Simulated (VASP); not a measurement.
HC4: single point with PBE+D3(BJ)

HC4, a slab with vacuum:

```
C H
1.0
     4.93140    0.00000    0.00000
    -2.46570    4.27072    0.00000
     0.00000    0.00000   18.00000
C H
8 2
Direct
  0.16667 0.33333 0.22222
  0.16667 0.83333 0.22222
  0.66667 0.33333 0.22222
  0.66667 0.83333 0.22222
  0.33333 0.16667 0.22222
  0.33333 0.66667 0.22222
  0.83333 0.16667 0.22222
  0.83333 0.66667 0.22222
  0.13026 0.13026 0.38889
  0.36974 0.36974 0.38889
```

```
Program             : VASP 6.6.1
Task                : single point
Functional          : PBE
Dispersion          : D3(BJ)
Potentials or basis : VASP PAW PBE potentials, release 64 (C, H)
Cutoff              : 520 eV
k mesh              : 6 × 6 × 1
Occupations         : gaussian, width 0.1 eV
Spin                : no spin polarisation
```

| Item | Value |
| --- | --- |
| Largest force | 4.663 eV/Å |
| Dispersion energy per atom | -0.081 eV |

Forces on the atoms (eV/Å):
```
C    0.003 -0.002 -0.056
C    0.005  0.028  0.006
C   -0.022 -0.018  0.006
C   -0.012  0.007  0.027
C   -0.003  0.002 -0.056
C   -0.005 -0.028  0.006
C    0.022  0.018  0.006
C    0.012 -0.007  0.027
H    2.332  4.039  0.017
H   -2.332 -4.039  0.017
```

Levels at points of the mesh, in eV from the Fermi level:
```csv
k point,band 14,band 15,band 16,band 17,band 18,band 19,band 20,band 21
"(0.00, 0.00, 0.00)",-3.04,-2.36,-2.36,-2.35,1.59,1.68,1.68,3.44
"(0.50, 0.00, 0.00)",-5.05,-4.43,-2.74,-2.72,1.96,2.82,2.82,5.54
"(0.50, 0.50, 0.00)",-5.05,-4.47,-2.75,-2.72,2.81,2.82,3.09,4.30
```

It took 2.1 min on 1 thread of Intel(R) Xeon(R) 6975P-C (Granite Rapids), on a shared host, peak memory 0.53 GiB.
